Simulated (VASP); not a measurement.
# TiO2 (rutile type) (P4_2/mnm) in VASP: further runs, part 2 of 2

VASP 6.6.1. The steps go on from the part before.

## (5) Single point, PBE

This run uses another cell than the first one, of 10.65 Å³/atom.

Input file INCAR:

```
PREC = Accurate ; ENCUT = 520
EDIFF = 1E-7 ; ISMEAR = -1
SIGMA = 0.08 ; LREAL = False
LASPH = True ; NELM = 100
ALGO = Normal ; ISIF = 2
LWAVE = False ; LCHARG = False
GGA = PE ; NBANDS = 33
```

Input file KPOINTS:

```
regular mesh
0
Gamma
  8 8 11
```

Input file POSCAR:

```
TiO2
1.0
    4.6431673623      0.0000000000      0.0000000000
    0.0000000000      4.6431673623      0.0000000000
    0.0000000000      0.0000000000      2.9639910303
Ti O
2 4
Direct
    0.0000000000      0.0000000000      0.0000000000
    0.5000000000      0.5000000000      0.5000000000
    0.3051261056      0.3051261056      0.0000000000
    0.6948738944      0.6948738944      0.0000000000
    0.8051261056      0.1948738944      0.5000000000
    0.1948738944      0.8051261056      0.5000000000
```

Potentials or basis: VASP PAW PBE potentials, release 64 (Ti_sv, O).

On the command line:

```
$ cat potpaw_PBE.64/Ti_sv/POTCAR potpaw_PBE.64/O/POTCAR > POTCAR
$ mpirun -np 1 vasp_std > vasp.out
```

OUTCAR:

```text
PREC = Accurate
   ENCUT = 520
   EDIFF = 1E-7
   ISMEAR = -1
   LREAL = False
   LASPH = True
   NELM = 100
   ISIF = 2
   GGA = PE

 ion  position               nearest neighbor table
   1  0.000  0.000  0.000-   5 1.96   6 1.96   5 1.96   6 1.96   3 2.00   4 2.00
   2  0.500  0.500  0.500-   3 1.96   4 1.96   3 1.96   4 1.96   5 2.00   6 2.00
   3  0.305  0.305  0.000-   2 1.96   2 1.96   1 2.00
   4  0.695  0.695  0.000-   2 1.96   2 1.96   1 2.00
   5  0.805  0.195  0.500-   1 1.96   1 1.96   2 2.00
   6  0.195  0.805  0.500-   1 1.96   1 1.96   2 2.00

  LATTYP: Found a simple tetragonal cell.
[... 1071 lines left out ...]
  -------------------------------------------------------------------------------------
  Total        0.2290778      0.2290778      0.3497610      0.0000000      0.0000000      0.0000000
  in kB        5.7436519      5.7436519      8.7695316      0.0000000      0.0000000      0.0000000
  external PRESSURE =       6.7522785 kB  Pullay stress =       0.0000000 kB

 VOLUME and BASIS-vectors are now :
 -----------------------------------------------------------------------------
  energy-cutoff  :      520.00
  volume of cell :       63.90
      direct lattice vectors                 reciprocal lattice vectors
     4.643167362  0.000000000  0.000000000     0.215370225  0.000000000  0.000000000
     0.000000000  4.643167362  0.000000000     0.000000000  0.215370225  0.000000000
     0.000000000  0.000000000  2.963991030     0.000000000  0.000000000  0.337382937

 POSITION                                       TOTAL-FORCE (eV/Angst)
 -----------------------------------------------------------------------------------
      0.00000      0.00000      0.00000        -0.000000      0.000000      0.000000
      2.32158      2.32158      1.48200        -0.000000      0.000000      0.000000
      1.41675      1.41675      0.00000        -0.020067     -0.020067      0.000000
      3.22642      3.22642      0.00000         0.020067      0.020067     -0.000000
      3.73834      0.90483      1.48200        -0.020067      0.020067     -0.000000
      0.90483      3.73834      1.48200         0.020067     -0.020067      0.000000
 -----------------------------------------------------------------------------------
    total drift:                                0.000000      0.000000     -0.000000

  FREE ENERGIE OF THE ION-ELECTRON SYSTEM (eV)
  ---------------------------------------------------
  free  energy   TOTEN  =       -53.6762039220 eV

  energy  without entropy=      -53.6762024845  energy(sigma->0) =      -53.67620320
```

stdout:

```text
POSCAR found type information on POSCAR TiO
 POSCAR found :  2 types and       6 ions
 scaLAPACK will be used
 LDA part: xc-table for (Slater+PW92), standard interpolation
 POSCAR, INCAR and KPOINTS ok, starting setup
 FFT: planning ... GRIDC
 FFT: planning ... GRID_SOFT
 FFT: planning ... GRID
 WAVECAR not read
 entering main loop
```

Run time: 2.1 min. Hardware: 1 thread of AMD EPYC 9R45 (Zen 5), shared host; peak memory 0.24 GiB.

Results:

```
Free energy            : -53.6762 eV
Pressure               : 0.7 GPa
Largest force          : 0.028 eV/Å
Band gap on the k mesh : 1.83 eV
```

Forces on the atoms (eV/Å):
```
Ti   0.000  0.000  0.000
Ti   0.000  0.000  0.000
O   -0.020 -0.020  0.000
O    0.020  0.020  0.000
O   -0.020  0.020  0.000
O    0.020 -0.020  0.000
```

A k mesh can miss the band edges.

## (6) Single point, PBE

This run uses another cell than the first one, of 10.65 Å³/atom.

Input file INCAR:

```
SYSTEM = TiO2
  ALGO = Normal
  EDIFF = 1E-6
  ENCUT = 520
  GGA = PE
  ISIF = 2
  ISMEAR = -1
  LASPH = .True.
  LCHARG = .True.
  LELF = .True.
  LREAL = .False.
  LVHAR = .True.
  LWAVE = .False.
  NBANDS = 33
  NELM = 100
  PREC = Accurate
  SIGMA = 0.08
```

Input file KPOINTS:

```
k-points
0
Gamma
  8 8 11
  0 0 0
```

POSCAR is that of step 5.

Potentials or basis: VASP PAW PBE potentials, release 64 (Ti_sv, O).

On the command line:

```
$ cat potpaw_PBE.64/Ti_sv/POTCAR potpaw_PBE.64/O/POTCAR > POTCAR
$ mpirun -np 1 vasp_std > vasp.out
```

Run time: 1.9 min. Hardware: 1 thread of AMD EPYC 9R45 (Zen 5), shared host; peak memory 0.24 GiB.

It converged, with:

| Quantity | Value |
| --- | --- |
| Free energy | -53.6762 eV |
| Pressure | 0.7 GPa |
| Largest force | 0.029 eV/Å |
| Band gap on the k mesh | 1.83 eV |

Forces in eV/Å, atoms in the order of the input:
```
Ti   0.000  0.000  0.000
Ti   0.000  0.000  0.000
O   -0.020 -0.020  0.000
O    0.020  0.020  0.000
O   -0.020  0.020  0.000
O    0.020 -0.020  0.000
```

Stress tensor (GPa, compression positive):
```
0.57 0.00 0.00
0.00 0.57 0.00
0.00 0.00 0.87
```

Levels at points of the mesh, in eV from the valence-band top:
| k point | band 21 | band 22 | band 23 | band 24 | band 25 | band 26 | band 27 | band 28 |
| --- | --- | --- | --- | --- | --- | --- | --- | --- |
| (0.00, 0.00, 0.00) | -0.67 | -0.43 | -0.43 | 0.00 | 1.83 | 2.12 | 2.39 | 2.46 |
| (0.50, 0.00, 0.00) | -1.55 | -1.55 | -0.71 | -0.71 | 2.48 | 2.48 | 2.95 | 2.95 |
| (0.50, 0.50, 0.00) | -1.24 | -1.24 | -1.04 | -1.04 | 1.87 | 1.87 | 2.48 | 2.48 |

A k mesh can miss the band edges.

## (7) Summary

| cell | gap on the mesh (eV) | pressure (GPa) | largest force (eV/Å) |
| --- | --- | --- | --- |
| a = 4.414, b = 4.414, c = 2.886 Å, 6 atoms, atomic positions A | 1.99 | 36.5 | 0.02 |
| a = 4.529, b = 4.529, c = 2.929 Å, 6 atoms, atomic positions B | 1.89 | 15.5 | 0.02 |
| a = 4.643, b = 4.643, c = 2.964 Å, 6 atoms, atomic positions C | 1.83 | 0.7 | 0.03 |

Alike in all rows: task single point; level PBE; potentials or basis VASP PAW PBE potentials, release 64 (Ti_sv, O); no spin polarisation; k mesh 8 × 8 × 11; cutoff (eV) 520; smearing fermi-dirac 0.08 eV.

Caveats: the cell stands under pressure (at least some runs).

Absolute energies hang on the potentials; compare differences alone.
